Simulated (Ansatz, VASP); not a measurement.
**Sn: VASP beside Ansatz**

Contents of INCAR:

```
SYSTEM = Sn
  PREC = Accurate
  ENCUT = 520
  EDIFF = 1E-6
  ISMEAR = 0
  SIGMA = 0.15
  LREAL = .FALSE.
  LASPH = .TRUE.
  NELM = 80
  ALGO = Normal
  ISIF = 2
  LWAVE = .FALSE.
  LCHARG = .TRUE.
  GGA = PS
  LELF = .TRUE.
  LVHAR = .TRUE.
  NBANDS = 13
```

File KPOINTS:

```
regular mesh
0
G
  18 18 18
  0 0 0
```

The input POSCAR:

```
Sn
1.0
   -1.8662320419      1.8662320419      1.8662320419
    1.8662320419     -1.8662320419      1.8662320419
    1.8662320419      1.8662320419     -1.8662320419
Sn
1
Direct
    0.0000000000      0.0000000000      0.0000000000
```

Input for Ansatz:

```yaml
crystal:
  lattice:
    - [-1.8662320419, 1.8662320419, 1.8662320419]
    - [1.8662320419, -1.8662320419, 1.8662320419]
    - [1.8662320419, 1.8662320419, -1.8662320419]
  atoms:
    - { symbol: Sn, position: [0.0, 0.0, 0.0] }
basis:
  ecutwfc: 420
kpoints:
  mp_grid: { grid: [18, 18, 18] }
hamiltonian:
  xc: pbesol
scf:
  occupations: { method: gaussian, width: 0.15 }
output:
  forces: true
  stress: true
  eigenvalues: true
  write_density: true
  write_potential: true
  elf: true
  volumetric_format: npy
```

Change from the starting cell: strain -0.015 along x and y, -0.015 along z, atoms carried along.

Alike in both runs: task single point; functional PBEsol; k mesh 18 × 18 × 18; occupations gaussian, width 0.15 eV; no spin polarisation.

|  | VASP | Ansatz |
| --- | --- | --- |
| version | VASP 6.6.1 | Ansatz 0.2.0 |
| potentials or method | VASP PAW PBE potentials, release 64 (Sn_d), cutoff 520 eV | scalar-relativistic, plane waves, PAW |
| valence electrons in the cell | 14 | 14 |

```csv
,VASP,Ansatz,Ansatz less VASP
gap on the k mesh at the Fermi level (eV),none,none,-
pressure (GPa),0.4,0.4,+0.04
```

VASP's potentials were made for PBE, not for PBEsol. A gap of «none» marks a metal or a gap that the smearing closes. With one functional, cell and mesh, what is left measures potentials, basis and numerics.
